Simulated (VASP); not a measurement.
# W16F: single point with PBEsol

W16F, a slab with vacuum:

```
W F
1.0
     6.32000    0.00000    0.00000
     3.16000    4.46891    0.00000
     0.00000    0.00000   18.70337
W F
16 1
Direct
  0.75000 0.50000 0.05347
  0.25000 0.50000 0.05347
  0.75000 0.00000 0.05347
  0.25000 0.00000 0.05347
  0.99993 0.99825 0.16861
  0.49990 0.99841 0.16881
  0.99999 0.49792 0.16998
  0.49985 0.49821 0.16892
  0.75153 0.49526 0.28791
  0.24886 0.49773 0.28807
  0.74608 0.00382 0.28898
  0.25445 0.98804 0.28885
  0.00149 0.99193 0.40159
  0.50097 0.98964 0.40131
  0.99963 0.49403 0.40218
  0.50012 0.49236 0.41606
  0.51659 0.43448 0.51563
```

```yaml
Program: VASP 6.6.1
Task: single point
Functional: PBEsol
Potentials_or_basis: VASP PAW PBE potentials, release 64 (W_sv, F)
Cutoff: 520 eV
k_mesh: 3 × 4 × 1
Occupations: gaussian, width 0.1 eV
Spin: no spin polarisation
Dipole_correction: no
Further_INCAR_settings: LREAL = Auto; ALGO = Normal; EDIFF = 1e-07; NBANDS = 130
```

* Largest force: 0.433 eV/Å
* Band gap on the k mesh: zero (an odd number of electrons rules out a gap without spin polarisation)

Forces on the atoms (eV/Å):
```
W   -0.046 -0.016 -0.141
W    0.021 -0.071 -0.147
W    0.002 -0.111  0.038
W   -0.038  0.083  0.045
W    0.001 -0.002  0.001
W    0.000 -0.002  0.001
W    0.000  0.000 -0.003
W    0.000 -0.005 -0.002
W   -0.010 -0.003  0.003
W    0.002 -0.005  0.004
W   -0.004 -0.001 -0.007
W   -0.005 -0.007 -0.012
W    0.004 -0.002  0.040
W    0.002  0.003  0.034
W    0.005 -0.007  0.038
W    0.014  0.037 -0.309
F    0.052  0.110  0.416
```

Levels at points of the mesh, in eV from the Fermi level:
| k point | band 114 | band 115 | band 116 | band 117 | band 118 | band 119 |
| --- | --- | --- | --- | --- | --- | --- |
| (0.00, 0.00, 0.00) | 0.71 | 0.73 | 0.88 | 0.91 | 0.97 | 1.22 |
| (0.00, 0.50, 0.00) | -0.83 | -0.68 | -0.62 | -0.61 | -0.24 | -0.21 |

Run time: 35 min on 1 thread of AMD EPYC 7R43 64-Core Processor (Zen 3) (shared host), peak memory 0.7 GiB.

Caveat: the PAW data sets were made with another functional, which shifts forces and pressure a little; spin-orbit coupling is left out, which moves the levels of the heavy elements; an odd number of electrons without spin polarisation forces a metal; a magnetic or distorted state may lie lower.
